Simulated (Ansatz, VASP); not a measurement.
**B4MoRu in VASP and in Ansatz**

```
B Mo Ru
1.0
     2.42930   -3.80819    0.00000
     2.42930    3.80819    0.00000
     0.00000    0.00000    2.91110
B Mo Ru
4 1 1
Direct
  0.21131 0.78869 0.00000
  0.78869 0.21131 0.00000
  0.00000 0.50000 0.50000
  0.50000 0.00000 0.50000
  0.50000 0.50000 0.00000
  0.00000 0.00000 0.50000
```

Change from the starting cell: species swapped into the CeGaCu4 type (Cmmm, No. 65).

Alike in both runs: functional PBE; k mesh 10 × 10 × 14; occupations gaussian, width 0.1 eV; no spin polarisation.

Ansatz relaxed the structure, and its values are those at the end. VASP's run is a single point on that final structure, the one shown.

|  | VASP | Ansatz |
| --- | --- | --- |
| version | VASP 6.6.1 | Ansatz 0.2.0 |
| potentials or method | VASP PAW PBE potentials, release 64 (B, Mo_sv, Ru_pv), cutoff 520 eV | scalar-relativistic, plane waves, PAW |
| valence electrons in the cell | 40 | 42 |

```tsv
	VASP	Ansatz	Ansatz less VASP
gap on the k mesh at the Fermi level (eV)	none	none	-
pressure (GPa)	0.1	0.0	-0.15
```

A gap of «none» marks a metal or a gap that the smearing closes. VASP's potentials hold 40 valence electrons a cell and Ansatz's 42, so a difference there can come from the potentials and not from the codes.
